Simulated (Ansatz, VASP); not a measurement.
# PbS: VASP beside Ansatz

```
CELL_PARAMETERS angstrom
2.01340 1.16244 3.86497
-2.01340 1.16244 3.86497
0.00000 -2.32487 3.86497
ATOMIC_POSITIONS crystal
Pb 0.97815 0.97815 0.97815
S 0.47745 0.47745 0.47745
```

Alike in both runs: task single point; functional r2SCAN; k mesh 9 × 9 × 9; occupations gaussian, width 0.05 eV; no spin polarisation.

```csv
,VASP,Ansatz
version,VASP 6.6.1,Ansatz 0.2.0
potentials or method,"VASP PAW PBE potentials, release 64 (Pb_d, S), cutoff 520 eV","scalar-relativistic, plane waves, PAW"
valence electrons in the cell,20,20
```

```csv
,VASP,Ansatz,Ansatz less VASP
gap on the k mesh at the Fermi level (eV),none,none,-
pressure (GPa),-1.6,-1.6,+0.02
"traceless stress, the component that is largest in VASP (GPa)",-5.47,-5.47,+0.001
rms of the force components (eV/Å),0.008,0.009,+0.0002
```

VASP's potentials were made for PBE, not for r2SCAN. Atom by atom the forces differ by 0.000 eV/Å (rms over components). A gap of «none» marks a metal or a gap that the smearing closes.

Neither program's run includes spin-orbit coupling.
